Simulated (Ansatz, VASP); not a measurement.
WC: VASP beside Ansatz

```
CELL_PARAMETERS angstrom
2.92236 0.00000 0.00000
-1.46118 2.53084 0.00000
0.00000 0.00000 2.84629
ATOMIC_POSITIONS crystal
W 0.00000 0.00000 0.00000
C 0.33333 0.66667 0.50000
```

Change from the starting cell: volume scaled by 1, norm-conserving files.

Alike in both runs: task single point; functional PBE; k mesh 17 × 17 × 15; occupations fermi-dirac, width 0.1 eV; no spin polarisation.

```csv
,VASP,Ansatz
version,VASP 6.6.1,Ansatz 0.2.0
potentials or method,"VASP PAW PBE potentials, release 64 (W_sv, C)","norm-conserving pseudopotentials, scalar-relativistic"
plane-wave cutoff (eV),520,1116
valence electrons in the cell,18,18
```

```csv
,VASP,Ansatz,Ansatz less VASP
pressure (GPa),1.0,0.3,-0.79
"traceless stress, the component that is largest in VASP (GPa)",0.19,0.08,-0.117
```

Neither program's run includes spin-orbit coupling.
